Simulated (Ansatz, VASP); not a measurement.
**One calculation of NaF, two programs**

POSCAR

```
NaF
1.0
    0.0000000000      2.2512247225      2.3152038601
    2.2512247225      0.0000000000      2.3152038601
    2.2512247225      2.2512247225      0.0000000000
Na F
1 1
Direct
    0.0000000000      0.0000000000      0.0000000000
    0.5000000000      0.5000000000      0.5000000000
```

File INCAR.step1:

```
SYSTEM = NaF
PREC = Accurate ; ENCUT = 520
ISMEAR = 0 ; SIGMA = 0.01
LREAL = .False. ; LASPH = .True.
NELM = 60 ; NBANDS = 14
GGA = PE ; ALGO = Normal
EDIFF = 1E-4 ; LWAVE = .True.
LCHARG = .False.
```

Contents of INCAR.step2:

```
SYSTEM = NaF
PREC = Accurate ; ENCUT = 520
EDIFF = 1E-6 ; ISMEAR = 0
SIGMA = 0.01 ; LREAL = .False.
LASPH = .True. ; NELM = 60
ALGO = Normal ; ISIF = 2
LWAVE = .False. ; LCHARG = .False.
METAGGA = R2SCAN ; LMIXTAU = .True.
NBANDS = 14 ; ISTART = 1
```

KPOINTS

```
regular mesh
0
Gamma
  10 10 10
  0 0 0
```

Input for Ansatz:

```yaml
crystal:
  lattice:
    - [0.0, 2.2512247225, 2.3152038601]
    - [2.2512247225, 0.0, 2.3152038601]
    - [2.2512247225, 2.2512247225, 0.0]
  atoms:
    - { symbol: Na, position: [0.0, 0.0, 0.0] }
    - { symbol: F, position: [0.5, 0.5, 0.5] }
kpoints:
  mp_grid: { grid: [10, 10, 10] }
  band_path:
    path:
      - [0.0, 0.0, 0.0]
      - [0.5, 0.0, 0.5]
      - [0.625, 0.25, 0.625]
      - [0.375, 0.375, 0.75]
      - [0.5, 0.5, 0.5]
      - [0.5, 0.25, 0.75]
    npoints: 1
hamiltonian:
  xc: r2scan
scf:
  occupations: { method: fixed }
  n_extra_bands: 4
output:
  forces: true
  stress: true
  eigenvalues: true
  write_density: true
  write_potential: true
  elf: true
  volumetric_format: npy
```

Change from the starting cell: epitaxial_xy strain -2.0%.

Alike in both runs: task single point; functional r2SCAN; k mesh 10 × 10 × 10; no spin polarisation.

```csv
,VASP,Ansatz
version,VASP 6.6.1,Ansatz 0.2.0
potentials or method,"VASP PAW PBE potentials, release 64 (Na_pv, F)","plane waves, PAW"
plane-wave cutoff (eV),520,500
occupations,"gaussian, width 0.01 eV",fixed
valence electrons in the cell,14,16
```

```csv
,VASP,Ansatz,Ansatz less VASP
gap on the k mesh at the Fermi level (eV),7.51,7.47,-0.040
pressure (GPa),1.3,2.0,+0.71
"traceless stress, the component that is largest in VASP (GPa)",-2.09,-2.04,+0.051
```

VASP's potentials were made for PBE, not for r2SCAN. VASP's potentials hold 14 valence electrons a cell and Ansatz's 16, so a difference there can come from the potentials and not from the codes.
